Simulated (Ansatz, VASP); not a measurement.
**One calculation of Pt, two programs**

The input INCAR:

```
AGGAC = 1.0 ; AGGAX = 1.0
ALDAC = 0.0 ; ALDAX = 1.0
ALGO = Normal ; EDIFF = 1E-7
ENCUT = 520 ; GGA = B5
ISIF = 2 ; ISMEAR = -1
LASPH = T ; LCHARG = F
LREAL = F ; LWAVE = F
NBANDS = 17 ; NELM = 100
PREC = Accurate ; SIGMA = 0.1
```

Contents of KPOINTS:

```
k-points
0
Gamma
  14 14 7
```

The input POSCAR:

```
Pt
1.0
    2.8137407907      0.0000000000      0.0000000000
   -1.4068703954      2.4367710044      0.0000000000
    0.0000000000      0.0000000000      4.8959559437
Pt
2
Direct
    0.3333333333      0.6666666667      0.2500000000
    0.6666666667      0.3333333333      0.7500000000
```

Input for Ansatz:

```yaml
crystal:
  lattice:
    - [2.8137407907, 0.0, 0.0]
    - [-1.4068703954, 2.4367710044, 0.0]
    - [0.0, 0.0, 4.8959559437]
  atoms:
    - { symbol: Pt, position: [0.3333333333, 0.6666666667, 0.25] }
    - { symbol: Pt, position: [0.6666666667, 0.3333333333, 0.75] }
hamiltonian:
  xc: blyp
  pseudopotentials:
    kind: paw
    azcp:
      Pt: "pseudopotentials/Pt.paw.azcp"
basis:
  ecutwfc: 420
  fft_grid_basis: typed
kpoints:
  mp_grid: { grid: [14, 14, 7], shift: [0, 0, 0] }
magnetization:
  spin_polarized: false
scf:
  occupations: { method: fermi_dirac, width: 0.1 }
  lower_state_search: "off"
output:
  stress: true
```

Alike in both runs: task single point; functional BLYP; k mesh 14 × 14 × 7; occupations fermi-dirac, width 0.1 eV; no spin polarisation.

```csv
,VASP,Ansatz
version,VASP 6.6.1,Ansatz 0.2.0
potentials or method,"VASP PAW PBE potentials, release 64 (Pt), cutoff 520 eV","plane waves (420 eV) with PAW, scalar-relativistic"
valence electrons in the cell,20,36
```

VASP gave:

* pressure (GPa): 0.9
* traceless stress, the component that is largest in VASP (GPa): -0.50

Question: Estimate Ansatz's values.

Answer: Pressure (GPa): 0.0; traceless stress, the component that is largest in VASP (GPa): -0.19.

VASP's potentials were made for PBE, not for BLYP. VASP's potentials hold 20 valence electrons a cell and Ansatz's 36, so a difference there can come from the potentials and not from the codes.

Neither program's run includes spin-orbit coupling.
